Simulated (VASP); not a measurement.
Set up this calculation in VASP 6.6.1, as the native input.

```yaml
Task: single point
Functional: PBE
Potentials_or_basis: VASP PAW PBE potentials, release 64 (Fe)
Cutoff: 600 eV
k_mesh: 7 × 7 × 7
Occupations: fermi-dirac, width 0.02 eV
Spin: collinear spin, zero start
Starting_moments: "[0.0] μB"
Fixed_moment: 0 μB
Dipole_correction: no
Further_INCAR_settings: ALGO = Normal; EDIFF = 1e-06; NBANDS = 14
```

The structure of Fe lies in POSCAR:

```
Fe
1.0
   -1.4430000000      1.4430000000      1.4430000000
    1.4430000000     -1.4430000000      1.4430000000
    1.4430000000      1.4430000000     -1.4430000000
Fe
1
Direct
    0.0000000000      0.0000000000      0.0000000000
```

The input as run:

INCAR

```
PREC     = Accurate       # precision mode
ENCUT    = 600            # plane-wave cutoff, eV
EDIFF    = 1E-6           # SCF threshold, eV
ISMEAR   = -1             # smearing method
SIGMA    = 0.02           # smearing width, eV
LREAL    = F              # projectors in reciprocal space
LASPH    = T              # aspherical terms in the spheres
NELM     = 200            # most SCF steps
ALGO     = Normal         # electronic algorithm
ISIF     = 2              # what is computed and relaxed
LWAVE    = F              # write WAVECAR
LCHARG   = T              # write CHGCAR
ISPIN    = 2              # spin polarisation
MAGMOM   = 0              # initial moments
LORBIT   = 11             # projections on sites
NUPDOWN  = 0.0            # fixed moment
LMAXMIX  = 4              # l up to which the mixer works
GGA      = PE             # functional
LELF     = T              # ELF
LVHAR    = T            
NBANDS   = 14             # bands
GGA_COMPAT= F
```

KPOINTS

```
Automatic mesh
0
Gamma
  7 7 7
```

Potentials or basis: VASP PAW PBE potentials, release 64 (Fe).

The run is started by

```console
$ cat potpaw_PBE.64/Fe/POTCAR > POTCAR
$ mpirun -np 1 vasp_std > vasp.out
```

It gave:

```json
{"Pressure": "-26.7 GPa", "Net moment": "0.00 μB per cell", "Valence electrons inside the program's atomic spheres": "Fe 7.15"}
```

Caveat: the k points lie up to 0.44 Å⁻¹ apart; the total moment is fixed, so each spin has its own Fermi level.

Run time: 4.8 s on 1 thread of Intel(R) Xeon(R) 6975P-C (Granite Rapids), on a shared host, peak memory 0.13 GiB.
